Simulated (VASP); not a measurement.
Runs of VASP 6.6.1 on KBr. Symmetry: Fm-3m, No. 225, cubic system. The conventional cell has a = 6.605 Å, b = 6.605 Å, c = 6.605 Å, α = 90.00°, β = 90.00°, γ = 90.00°. K (site symmetry m-3m) has 6 Br at 3.30 Å within 4.3 Å. Within 4.3 Å of Br (site symmetry m-3m) lie 6 K at 3.30 Å. 

```tsv
level	k mesh	smearing	grid for exact exchange (PRECFOCK)	screening parameter	share of exact exchange	gap on the mesh (eV)	pressure (GPa)
HSE06	2 × 2 × 2	gaussian 0.01 eV	Normal	0.2079 1/Å	-	(b)	0.7
PBE	2 × 2 × 2	gaussian 0.01 eV	-	-	-	4.39	1.3
PBE-based global hybrid	4 × 4 × 4	gaussian 0.01 eV	Normal	-	0.05	4.80	0.7
PBE-based screened hybrid	4 × 4 × 4	gaussian 0.01 eV	Normal	0.2078 1/Å	0.05	(a)	0.7
HSE06	4 × 4 × 4	methfessel-paxton 0.05 eV	Normal	0.2079 1/Å	-	5.59	0.4
```

Alike in all rows: task single point; potentials or basis VASP PAW PBE potentials, release 64 (K_sv, Br); no spin polarisation; cell as given; cutoff (eV) 520.

Q: Fill in the values left out.

A: (a) 4.66; (b) 5.63.

Caveats: some runs use coarse meshes; the PAW data sets were made with another functional, which shifts forces and pressure a little (some runs).

A k mesh can miss the band edges, and the runs leave out spin-orbit coupling on Br.
